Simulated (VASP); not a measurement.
Crystal: HgTe.

```
Hg Te
1.0
     6.36000    0.00000    0.00000
     0.00000    6.36000    0.00000
     0.00000    0.00000    6.36000
Hg Te
4 4
Direct
  0.21097 0.78903 0.21097
  0.78903 0.21097 0.21097
  0.78903 0.78903 0.78903
  0.21097 0.21097 0.78903
  0.77576 0.22424 0.77576
  0.22424 0.77576 0.77576
  0.22424 0.22424 0.22424
  0.77576 0.77576 0.22424
```

```yaml
Program: VASP 6.6.1
Task: relaxation of cell and atoms
Functional: PBE
Potentials_or_basis: VASP PAW PBE potentials, release 64 (Hg, Te)
Cutoff: 600 eV
k_mesh: 4 × 4 × 4
Occupations: gaussian, width 0.1 eV
Spin: no spin polarisation
```

At the start: pressure 4.6 GPa; volume 32.16 Å³/atom.

Question: Where does the relaxation end?

Answer: Over 24 steps the energy falls by 243.5 meV/atom and the volume is 29.14 Å³/atom (-9.4 %); space group P-43m (No. 215, to 0.1 Å) before, Fm-3m (No. 225, to 0.1 Å).

Step by step:
| step | energy change (eV) | largest force (eV/Å) | pressure (GPa) | volume (Å³) |
| --- | --- | --- | --- | --- |
| 1 | 0.0000 | 2.4561 | 4.64 | 257.26 |
| 2 | -0.7498 | 0.3703 | -3.06 | 293.50 |
| 3 | -0.8310 | 0.7613 | -1.70 | 283.47 |
| 4 | -1.0818 | 0.6886 | -1.54 | 273.27 |
| 5 | -1.6221 | 0.4405 | -0.03 | 244.15 |
| 6 | 0.0012 | 0.9686 | 14.51 | 192.26 |
| 7 | -1.6306 | 0.5253 | 0.95 | 237.91 |
| 8 | -1.6451 | 0.5324 | 2.35 | 227.88 |
| 9 | -1.7369 | 0.3219 | 1.33 | 228.71 |
| 10 | -1.7419 | 0.2617 | 1.06 | 229.02 |
| 11 | -1.7748 | 0.2500 | 0.17 | 233.64 |
| 12 | -1.7825 | 0.2373 | -0.39 | 236.95 |
| 13 | -1.7999 | 0.2389 | -0.29 | 236.59 |
| 14 | -1.8414 | 0.2423 | -0.04 | 235.52 |
| 15 | -1.8725 | 0.2562 | 0.47 | 233.39 |
| 16 | -1.8891 | 0.2218 | 0.11 | 234.88 |
| 17 | -1.9017 | 0.2001 | -0.82 | 239.03 |
| 18 | -1.9188 | 0.1862 | -0.61 | 237.33 |
| 19 | -1.9344 | 0.1459 | -0.02 | 233.53 |
| 20 | -1.9345 | 0.1490 | -0.05 | 233.76 |
| 21 | -1.9382 | 0.1259 | -0.04 | 233.67 |
| 22 | -1.9459 | 0.0586 | 0.01 | 233.39 |
| 23 | -1.9451 | 0.0754 | 0.13 | 232.83 |
| 24 | -1.9482 | 0.0087 | 0.06 | 233.13 |

Final structure:
```
CELL_PARAMETERS angstrom
6.15461 0.00000 0.00000
0.00000 6.15461 0.00000
0.00000 0.00000 6.15461
ATOMIC_POSITIONS crystal
Hg 0.25065 0.74935 0.25065
Hg 0.74935 0.25065 0.25065
Hg 0.74935 0.74935 0.74935
Hg 0.25065 0.25065 0.74935
Te 0.75013 0.24987 0.75013
Te 0.24987 0.75013 0.75013
Te 0.24987 0.24987 0.24987
Te 0.75013 0.75013 0.24987
```
